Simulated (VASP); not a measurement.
Li, 1 atom in the cell. Symmetry: Fm-3m, No. 225, cubic system. Conventional cell: a = 4.323 Å, b = 4.323 Å, c = 4.323 Å, α = 90.00°, β = 90.00°, γ = 90.00°. Within 4.0 Å of Li (site symmetry m-3m) lie 12 Li at 3.06 Å. This isn't the form of Li at room conditions, which is bcc.

```yaml
Program: VASP 6.6.1
Task: single point
Functional: RPBE
Potentials_or_basis: VASP PAW PBE potentials, release 64 (Li_sv)
Cutoff: 520 eV
k_mesh: 14 × 14 × 14
Occupations: fermi-dirac, width 0.1 eV
Spin: no spin polarisation
Dipole_correction: no
Further_INCAR_settings: ALGO = Normal; EDIFF = 1e-06; NBANDS = 8
```

Potentials or basis: VASP PAW PBE potentials, release 64 (Li_sv).

Launch:

```bash
$ cat potpaw_PBE.64/Li_sv/POTCAR > POTCAR
$ mpirun -np 1 vasp_std > vasp.out
```

Hardware: 1 thread of Intel(R) Xeon(R) Platinum 8488C (Sapphire Rapids), with other jobs on the host.

Question: Estimate the wall time of this run.

Answer: Run time: 7.5 s on 1 thread of Intel(R) Xeon(R) Platinum 8488C (Sapphire Rapids), on a shared host, peak memory 0.13 GiB. Counts: scf iterations 11, k points 104.
